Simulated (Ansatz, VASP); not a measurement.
# C: VASP beside Ansatz

File INCAR:

```
ALGO = Normal
EDIFF = 1E-6
ENCUT = 520
GGA = PE
ISIF = 2
ISMEAR = 0
IVDW = 12
LASPH = T
LCHARG = F
LREAL = F
LWAVE = F
NBANDS = 16
NELM = 60
PREC = Accurate
SIGMA = 0.15
```

The input KPOINTS:

```
k-points
0
Gamma
  18 12 10
```

POSCAR

```
C
1.0
   -2.4646600698      0.0000000000      0.0000000000
    0.0000000000      0.0000000000     -3.5719696368
    0.0000000000     -4.2689164642      0.0000000000
C
4
Direct
    0.5000000000      0.0000000000      0.1638556489
    0.0000000000      0.0000000000      0.6469895424
    0.0000000000      0.0000000000      0.3361443511
    0.5000000000      0.0000000000      0.8530104576
```

Input for Ansatz:

```yaml
crystal:
  lattice:
    - [-2.4646600698, 0.0, 0.0]
    - [0.0, 0.0, -3.5719696368]
    - [0.0, -4.2689164642, 0.0]
  atoms:
    - { symbol: C, position: [0.5, 0.0, 0.1638556489] }
    - { symbol: C, position: [0.0, 0.0, 0.6469895424] }
    - { symbol: C, position: [0.0, 0.0, 0.3361443511] }
    - { symbol: C, position: [0.5, 0.0, 0.8530104576] }
basis:
  ecutwfc: 520.0
kpoints:
  mp_grid: { grid: [18, 12, 10] }
hamiltonian:
  xc: pbe
  pseudopotentials: { kind: paw, azcp: { folder: soft_1 } }
  dispersion: d3bj
scf:
  occupations: { method: gaussian, width: 0.15 }
output:
  forces: true
  stress: true
  eigenvalues: true
```

Change from the starting cell: mode 8 frozen in at -0.036 Å and mode 12 at +0.048 Å (largest displacements).

Alike in both runs: task single point; functional PBE; dispersion D3(BJ); k mesh 18 × 12 × 10; occupations gaussian, width 0.15 eV; no spin polarisation.

|  | VASP | Ansatz |
| --- | --- | --- |
| version | VASP 6.6.1 | Ansatz 0.2.0 |
| potentials or method | VASP PAW PBE potentials, release 64 (C), cutoff 520 eV | scalar-relativistic, plane waves, PAW |
| valence electrons in the cell | 16 | 16 |

Ansatz gave:

| Quantity | Value |
| --- | --- |
| gap on the k mesh at the Fermi level (eV) | none |
| pressure (GPa) | 5.3 |
| traceless stress, the component that is largest in VASP (GPa) | 12.37 |
| rms of the force components (eV/Å) | 3.585 |

Problem. Which values does VASP return?

Solution. gap on the k mesh at the Fermi level (eV): none; pressure (GPa): 5.7; traceless stress, the component that is largest in VASP (GPa): 12.73; rms of the force components (eV/Å): 3.594.

Atom by atom the forces differ by 0.008 eV/Å (rms over components). A gap of «none» marks a metal or a gap that the smearing closes.
